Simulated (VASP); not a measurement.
# Al (Fm-3m) in VASP: a series of runs

Runs on Al. Level: PBEsol. Tasks: single point, relaxation of cell and atoms.

All numbers are computed with VASP 6.6.1; they aren't measurements. Logs are shortened: lines on timing, memory, paths and dates and some standing lists are left out, and cuts for length are marked.

### 1 The cell of the first run

Symmetry: Fm-3m, No. 225, cubic system. Conventional cell: a = 4.019 Å, b = 4.019 Å, c = 4.019 Å, α = 90.00°, β = 90.00°, γ = 90.00°. Within 3.7 Å of Al (site symmetry m-3m) lie 12 Al at 2.84 Å.

### 2 Single point, PBEsol

INCAR reads:

```
PREC = Accurate ; ENCUT = 520
EDIFF = 1E-6 ; ISMEAR = -1
SIGMA = 0.1 ; LREAL = False
LASPH = True ; NELM = 60
ALGO = Normal ; ISIF = 2
LWAVE = False ; LCHARG = False
GGA = PS ; NBANDS = 8
```

KPOINTS reads:

```
Automatic mesh
0
Gamma
  9 9 9
```

POSCAR reads:

```
Al
1.0
    0.0000000000      2.0095617798      2.0095617798
    2.0095617798      0.0000000000      2.0095617798
    2.0095617798      2.0095617798      0.0000000000
Al
1
Direct
    0.0000000000      0.0000000000      0.0000000000
```

Potentials or basis: VASP PAW PBE potentials, release 64 (Al).

Command:

```console
> cat potpaw_PBE.64/Al/POTCAR > POTCAR
> mpirun -np 1 vasp_std > vasp.out
```

OUTCAR:

```text
PREC = Accurate
   ENCUT = 520
   EDIFF = 1E-6
   ISMEAR = -1
   LREAL = False
   LASPH = True
   NELM = 60
   ISIF = 2
   GGA = PS

 ion  position               nearest neighbor table
   1  0.000  0.000  0.000-

  LATTYP: Found a face centered cubic cell.
 ALAT       =     4.0191235596

  Lattice vectors:

 A1 = (   0.0000000000,   2.0095617798,   2.0095617798)
 A2 = (   2.0095617798,   0.0000000000,   2.0095617798)
 A3 = (   2.0095617798,   2.0095617798,   0.0000000000)

Analysis of symmetry for initial positions (statically):
=====================================================================
 Subroutine PRICEL returns:
 Original cell was already a primitive cell.

 Routine SETGRP: Setting up the symmetry group for a
 face centered cubic supercell.

 Subroutine GETGRP returns: Found 48 space group operations
 (whereof 48 operations were pure point group operations)
 out of a pool of 48 trial point group operations.

The static configuration has the point symmetry O_h .

Analysis of symmetry for dynamics (positions and initial velocities):
=====================================================================
 Subroutine PRICEL returns:
 Original cell was already a primitive cell.

 Routine SETGRP: Setting up the symmetry group for a
 face centered cubic supercell.

 Subroutine GETGRP returns: Found 48 space group operations
 (whereof 48 operations were pure point group operations)
 out of a pool of 48 trial point group operations.

The dynamic configuration has the point symmetry O_h .

 Subroutine INISYM returns: Found 48 space group operations
 (whereof 48 operations are pure point group operations),
 and found     1 'primitive' translations

----------------------------------------------------------------------------------------

                                     Primitive cell

  volume of cell :      16.2306

  direct lattice vectors                    reciprocal lattice vectors
     0.000000000  2.009561780  2.009561780    -0.248810465  0.248810465  0.248810465
     2.009561780  0.000000000  2.009561780     0.248810465 -0.248810465  0.248810465
     2.009561780  2.009561780  0.000000000     0.248810465  0.248810465 -0.248810465

  length of vectors
     2.841949523  2.841949523  2.841949523     0.430952366  0.430952366  0.430952366

  position of ions in fractional coordinates (direct lattice)
     0.000000000  0.000000000  0.000000000

  ion indices of the primitive-cell ions
   primitive index   ion index
                 1           1

----------------------------------------------------------------------------------------

 KPOINTS: Automatic mesh

Automatic generation of k-mesh.
 Grid dimensions read from file:
 generate k-points for:    9    9    9

 Generating k-lattice:

  Cartesian coordinates                     Fractional coordinates (reciprocal lattice)
    -0.027645607  0.027645607  0.027645607     0.111111111  0.000000000  0.000000000
     0.027645607 -0.027645607  0.027645607     0.000000000  0.111111111  0.000000000
     0.027645607  0.027645607 -0.027645607     0.000000000  0.000000000  0.111111111

  Length of vectors
     0.047883596  0.047883596  0.047883596

  Shift w.r.t. Gamma in fractional coordinates (k-lattice)
     0.000000000  0.000000000  0.000000000

 Subroutine IBZKPT returns following result:
 ===========================================

 Found     35 irreducible k-points:

 Following reciprocal coordinates:
            Coordinates               Weight
  0.000000  0.000000  0.000000      1.000000
  0.111111  0.000000  0.000000      8.000000
  0.222222  0.000000  0.000000      8.000000
  0.333333  0.000000  0.000000      8.000000
  0.444444  0.000000  0.000000      8.000000
  0.111111  0.111111  0.000000      6.000000
[... 16 lines left out ...]
 -0.333333  0.333333  0.000000     12.000000
  0.444444  0.444444  0.000000      6.000000
 [... further k-points ...]
   k-points           NKPTS =     35   k-points in BZ     NKDIM =     35   number of bands    NBANDS=      8
   number of dos      NEDOS =    301   number of ions     NIONS =      1
   total plane-waves  NPLWV =  13824
   dimension x,y,z NGX =    24 NGY =   24 NGZ =   24
   dimension x,y,z NGXF=    48 NGYF=   48 NGZF=   48
   ions per type =               1
   NGX,Y,Z   is equivalent  to a cutoff of  14.04, 14.04, 14.04 a.u.
   NGXF,Y,Z  is equivalent  to a cutoff of  28.08, 28.08, 28.08 a.u.
 SYSTEM =  unknown system
   PREC   = accura    normal or accurate (medium, high low for compatibility)
   ISTART =      0    job   : 0-new  1-cont  2-samecut
   ICHARG =      2    charge: 1-file 2-atom 10-const
   ISPIN  =      1    spin polarized calculation?
   LNONCOLLINEAR =      F non collinear calculations
   LSORBIT =      F    spin-orbit coupling
   LASPH  =      T    aspherical Exc in radial PAW
   ENCUT  =  520.0 eV  38.22 Ry    6.18 a.u.   5.28  5.28  5.28*2*pi/ulx,y,z
   NELM   =     60;   NELMIN=  2; NELMDL= -5     # of ELM steps
   EDIFF  = 0.1E-05   stopping-criterion for ELM
   LREAL  =      F    real-space projection
[... 7 lines left out ...]
   TEBEG  =    0.0;   TEEND  =   0.0 temperature during run
   PSTRESS=    0.0 pullay stress
   NELECT =       3.0000    total number of electrons
   NUPDOWN=      -1.0000    fix difference up-down
   EMIN   =  10.00;   EMAX   =-10.00  energy-range for DOS
   EFERMI =   0.00;   METHOD = LEGACY
   ISMEAR =    -1;   SIGMA  =   0.10  broadening in eV -4-tet -1-fermi 0-gaus
   EFERMI_NEDOS =   21; number of points for ismear=-14 and -15
   IALGO  =     38    algorithm
   IMIX   =      4    mixing-type and parameters
     AMIX     =   0.40;   BMIX     =  1.00
     AMIX_MAG =   1.60;   BMIX_MAG =  1.00
  volume/ion in A,a.u.               =      16.23       109.53
  Fermi-wavevector in a.u.,A,eV,Ry     =   0.932547  1.762258 11.832214  0.869643
  Thomas-Fermi vector in A             =   2.059156
   LORBIT       =      0    0 simple, 1 ext, 2 COOP (PROOUT), +10 PAW based schemes
   GGA     = PS    functional components
   LHFCALC =     F    Hartree Fock is set to
   AEXX    =    0.0000 exact exchange contribution
   IVDW    =     0    specifies the selected vdW correction
   LEPSILON=     F    determine dielectric tensor
   LRPA    =     F    only Hartree local field effects (RPA)
 non-spin polarized calculation
  energy-cutoff  :      520.00
  volume of cell :       16.23
 maximum number of plane-waves:       448
 NGX is ok and might be reduce to    24
   NGX = 11   NGY = 11   NGZ = 11

 number of electron       3.0000000 magnetization

 Free energy of the ion-electron system (eV)
  ---------------------------------------------------
  ext. energy  EPLUGINS =         0.00000000
  ---------------------------------------------------
  free energy    TOTEN  =        -4.07102312 eV

  energy without entropy =       -4.05290591  energy(sigma->0) =       -4.06196451

 E-fermi :   8.0974     XC(G=0): -10.3166

 val. band max:        7.9840588679   @ k =   0.4444   0.4444   0.0000
 cond. band min:       8.1227274323   @ k =  -0.4444   0.3333   0.1111
 fundamental gap:      0.1386685644
 Fermi energy:         8.0974113321

 k-point     1 :       0.0000    0.0000    0.0000
  band No.  band energies     occupation
      1      -3.1212      2.00000
      2      20.8093      0.00000
      3      20.8093      0.00000
      4      20.8093      0.00000
      5      22.4258      0.00000
      6      22.4258      0.00000
      7      22.4258      0.00000
      8      24.7283      0.00000

 k-point     2 :       0.1111    0.0000    0.0000
  band No.  band energies     occupation
      1      -2.7823      2.00000
      2      17.0721      0.00000
      3      20.0126      0.00000
      4      20.0126      0.00000
      5      23.0326      0.00000
      6      23.7248      0.00000
      7      23.7248      0.00000
      8      26.1579      0.00000

 k-point     3 :       0.2222    0.0000    0.0000
  band No.  band energies     occupation
      1      -1.7705      2.00000
      2      12.6399      0.00000
      3      19.2450      0.00000
      4      19.2450      0.00000
      5      22.6886      0.00000
      6      23.5194      0.00000
      7      23.5194      0.00000
      8      26.4824      0.00000

 k-point     4 :       0.3333    0.0000    0.0000
  band No.  band energies     occupation
      1      -0.1004      2.00000
      2       8.6212      0.01057
      3      18.9928      0.00000
      4      18.9928      0.00000
      5      21.6029      0.00000
      6      21.6029      0.00000
      7      22.5964      0.00000
      8      25.6305      0.00000

 k-point     5 :       0.4444    0.0000    0.0000
  band No.  band energies     occupation
      1       2.2035      2.00000
      2       5.1324      2.00000
      3      19.2974      0.00000
      4      19.2974      0.00000
      5      20.1713      0.00000
      6      20.1713      0.00000
      7      23.0236      0.00000
      8      24.0798      0.00000

 k-point     6 :       0.1111    0.1111    0.0000
  band No.  band energies     occupation
      1      -2.6695      2.00000
      2      18.4489      0.00000
      3      18.4489      0.00000
      4      18.6734      0.00000
      5      21.4714      0.00000
      6      23.5908      0.00000
      7      25.4364      0.00000
      8      25.4364      0.00000

 k-point     7 :       0.2222    0.1111    0.0000
  band No.  band energies     occupation
      1      -1.8826      2.00000
      2      14.2955      0.00000
      3      17.4200      0.00000
      4      18.8762      0.00000
      5      20.8383      0.00000
      6      22.3739      0.00000
      7      25.8277      0.00000
      8      26.4814      0.00000

 k-point     8 :       0.3333    0.1111    0.0000
  band No.  band energies     occupation
      1      -0.4330      2.00000
      2      10.1671      0.00000
      3      16.9565      0.00000
      4      18.4309      0.00000
      5      18.7715      0.00000
      6      24.7240      0.00000
      7      24.8620      0.00000
      8      25.8888      0.00000

 k-point     9 :       0.4444    0.1111    0.0000
  band No.  band energies     occupation
      1       1.6585      2.00000
      2       6.5114      2.00000
      3      16.8767      0.00000
      4      17.0642      0.00000
      5      18.8070      0.00000
      6      23.1658      0.00000
      7      25.6730      0.00000
      8      26.4495      0.00000

 k-point    10 :      -0.4444    0.1111    0.0000
  band No.  band energies     occupation
      1       3.3837      2.00000
      2       4.3919      2.00000
      3      15.7814      0.00000
      4      17.7467      0.00000
      5      19.5504      0.00000
      6      22.1190      0.00000
      7      25.0862      0.00000
      8      26.7232      0.00000
[... 78 lines left out ...]
 k-point    18 :      -0.3333    0.2222    0.0000
  band No.  band energies     occupation
      1       2.5288      2.00000
      2       7.2936      1.99935
      3      11.3983      0.00000
      4      16.9730      0.00000
      5      18.8927      0.00000
      6      24.8293      0.00000
      7      27.2581      0.00000
      8      28.2986      0.00000

 k-point    19 :      -0.2222    0.2222    0.0000
  band No.  band energies     occupation
      1       0.4516      2.00000
      2      10.3459      0.00000
      3      11.8983      0.00000
      4      18.6147      0.00000
      5      20.6377      0.00000
      6      24.2999      0.00000
      7      25.2313      0.00000
      8      26.2891      0.00000

 k-point    20 :       0.3333    0.3333    0.0000
  band No.  band energies     occupation
      1       0.8896      2.00000
      2      12.5344      0.00000
      3      14.3813      0.00000
      4      14.6463      0.00000
      5      14.6463      0.00000
      6      18.2427      0.00000
      7      31.2321      0.00000
      8      32.6861      0.00000

 k-point    21 :       0.4444    0.3333    0.0000
  band No.  band energies     occupation
      1       2.5197      2.00000
      2      10.3124      0.00000
      3      11.0578      0.00000
      4      14.3615      0.00000
      5      15.6824      0.00000
      6      19.5930      0.00000
      7      30.5080      0.00000
      8      32.8506      0.00000

 k-point    22 :      -0.4444    0.3333    0.0000
  band No.  band energies     occupation
      1       4.7349      2.00000
      2       7.6084      1.98507
      3       8.9082      0.00060
      4      14.6532      0.00000
      5      16.2607      0.00000
      6      23.0410      0.00000
      7      29.3310      0.00000
      8      31.6406      0.00000

 k-point    23 :      -0.3333    0.3333    0.0000
  band No.  band energies     occupation
      1       4.7801      2.00000
      2       7.0249      1.99996
      3       8.5368      0.02440
      4      15.5228      0.00000
      5      17.2977      0.00000
      6      26.9886      0.00000
      7      28.5342      0.00000
      8      28.5703      0.00000

 k-point    24 :       0.4444    0.4444    0.0000
  band No.  band energies     occupation
      1       3.8852      2.00000
      2       7.9841      1.51298
      3      13.4913      0.00000
      4      13.8822      0.00000
      5      13.8822      0.00000
      6      17.4355      0.00000
      7      33.2835      0.00000
      8      34.8722      0.00000

 [... further k-points ...]
[... 5 lines left out ...]
  --------------------------------------------------------------------------------------
  -------------------------------------------------------------------------------------
  Total        0.0058307      0.0058307      0.0058307     -0.0000000     -0.0000000      0.0000000
  in kB        0.5755722      0.5755722      0.5755722     -0.0000000     -0.0000000      0.0000000
  external PRESSURE =       0.5755722 kB  Pullay stress =       0.0000000 kB

 VOLUME and BASIS-vectors are now :
 -----------------------------------------------------------------------------
  energy-cutoff  :      520.00
  volume of cell :       16.23
      direct lattice vectors                 reciprocal lattice vectors
     0.000000000  2.009561780  2.009561780    -0.248810465  0.248810465  0.248810465
     2.009561780  0.000000000  2.009561780     0.248810465 -0.248810465  0.248810465
     2.009561780  2.009561780  0.000000000     0.248810465  0.248810465 -0.248810465

 POSITION                                       TOTAL-FORCE (eV/Angst)
 -----------------------------------------------------------------------------------
      0.00000      0.00000      0.00000         0.000000      0.000000      0.000000
 -----------------------------------------------------------------------------------
    total drift:                               -0.000000     -0.000000      0.000000

  FREE ENERGIE OF THE ION-ELECTRON SYSTEM (eV)
  ---------------------------------------------------
  free  energy   TOTEN  =        -4.0710231170 eV

  energy  without entropy=       -4.0529059081  energy(sigma->0) =       -4.06196451
```

Wall time 1.9 s (1 thread of Intel Xeon 6975P-C (Granite Rapids), shared host); peak memory 0.12 GiB.

Results:

| Item | Value |
| --- | --- |
| Free energy | -4.0710 eV |
| Pressure | 0.1 GPa |
| Band gap on the k mesh | zero (an odd number of electrons rules out a gap without spin polarisation) |

Caveat: the PAW data sets were made with another functional, which shifts forces and pressure a little.

(Continued in part 2 of 2.)

The gap in the log of VASP goes by the Fermi energy; the results here count the filled bands.